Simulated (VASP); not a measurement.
## Hf: relaxation of cell and atoms with r2SCAN

The system is Hf.

```xyz
2
Lattice="3.1924 0.0000 0.0000 -1.5962 2.7647 0.0000 0.0000 0.0000 5.0450" Properties=species:S:1:pos:R:3 pbc="T T T"
Hf    0.0000    1.8431    1.2613
Hf    1.5962    0.9216    3.7838
```

```
Program                : VASP 6.6.1
Task                   : relaxation of cell and atoms
Functional             : r2SCAN
Potentials or basis    : VASP PAW PBE potentials, release 64 (Hf_pv)
Cutoff                 : 600 eV
k mesh                 : 15 × 15 × 8
Occupations            : gaussian, width 0.1 eV
Spin                   : no spin polarisation
Dipole correction      : no
Further INCAR settings : ALGO = Normal; EDIFF = 1e-06; IBRION = 2; EDIFFG = -0.005; NSW = 100; ISIF = 3
```

```
Relaxed volume                        : 22.23 Å³/atom
Relaxed cell                          : a = 3.194 Å, b = 3.194 Å, c = 5.034 Å, α = 90.00°, β = 90.00°, γ = 120.00°
Space group after relaxing (to 0.1 Å) : P6_3/mmc (No. 194)
Energy gained by relaxing             : 0.1 meV/atom
Ionic steps                           : 4
Pressure after relaxing               : 0.0 GPa
Band gap on the k mesh                : zero (bands 10 and 11 overlap by 1.75 eV)
```

Step by step:
```
step  energy change (eV)  largest force (eV/Å)  pressure (GPa)  volume (Å³)
   1              0.0000                0.0000           -0.18        44.53
   2             -0.0001                0.0000            0.22        44.37
   3             -0.0001                0.0000            0.06        44.43
   4             -0.0001                0.0000           -0.01        44.46
```

Final structure:
```
Hf
1.0
     3.19356    0.00000    0.00000
    -1.59678    2.76570    0.00000
     0.00000    0.00000    5.03371
Hf
2
Direct
  0.33333 0.66667 0.25000
  0.66667 0.33333 0.75000
```

Levels at points of the mesh, in eV from the Fermi level:
| k point | band 8 | band 9 | band 10 | band 11 | band 12 | band 13 |
| --- | --- | --- | --- | --- | --- | --- |
| (0.00, 0.00, 0.00) | -3.87 | 0.44 | 1.31 | 1.31 | 1.66 | 2.20 |
| (0.00, 0.00, 0.50) | -5.71 | 0.15 | 0.15 | 1.20 | 1.20 | 1.20 |

Wall time 8.8 min on 1 thread of AMD EPYC 9R45 96-Core Processor (Zen 5), with other jobs on the host, peak memory 0.23 GiB.

Caveat: the PAW data sets were made with another functional, which shifts forces and pressure a little; spin-orbit coupling is left out, which moves the levels of the heavy elements.
